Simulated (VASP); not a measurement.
Write the native input for VASP 6.6.1 that does the following.

| Quantity | Value |
| --- | --- |
| Task | single point |
| Functional | PBE |
| Potentials or basis | VASP PAW PBE potentials, release 64 (Ti_sv, C) |
| Cutoff | 520 eV |
| k mesh | 18 × 18 × 18 |
| Occupations | gaussian, width 0.15 eV |
| Spin | no spin polarisation |
| Dipole correction | no |
| Further INCAR settings | ALGO = Normal; EDIFF = 1e-06; NBANDS = 15 |

The structure of TiC lies in POSCAR:

```
TiC
1.0
    0.0000000000      2.1640000000      2.0990800000
    2.1640000000      0.0000000000      2.0990800000
    2.1640000000      2.1640000000      0.0000000000
Ti C
1 1
Direct
    0.0000000000      0.0000000000      0.0000000000
    0.5000000000      0.5000000000      0.5000000000
```

This cell differs from its parent crystal: strain +0.000 along x and y, -0.030 along z.

These files were run (other wordings do the same):

INCAR

```
SYSTEM = TiC
  PREC = Accurate
  ENCUT = 520
  EDIFF = 1E-6
  ISMEAR = 0
  SIGMA = 0.15
  LREAL = .FALSE.
  LASPH = .TRUE.
  NELM = 100
  ALGO = Normal
  ISIF = 2
  LWAVE = .FALSE.
  LCHARG = .FALSE.
  GGA = PE
  NBANDS = 15
```

KPOINTS

```
Automatic mesh
0
G
  18 18 18
  0 0 0
```

Potentials or basis: VASP PAW PBE potentials, release 64 (Ti_sv, C).

Command:

```sh
$ cat potpaw_PBE.64/Ti_sv/POTCAR potpaw_PBE.64/C/POTCAR > POTCAR
$ mpirun -np 1 vasp_std > vasp.out
```

Results of the run:

```json
{
  "Pressure": "9.8 GPa",
  "Band gap on the k mesh": "zero (band 8 reaches 10.67 eV, above the bottom of band 9 at 9.18 eV)"
}
```

Caveat: the cell differs from its parent crystal (strain +0.000 along x and y, -0.030 along z).

It took 4.8 min on 1 thread of AMD EPYC 7R13 (shared host), peak memory 0.23 GiB.
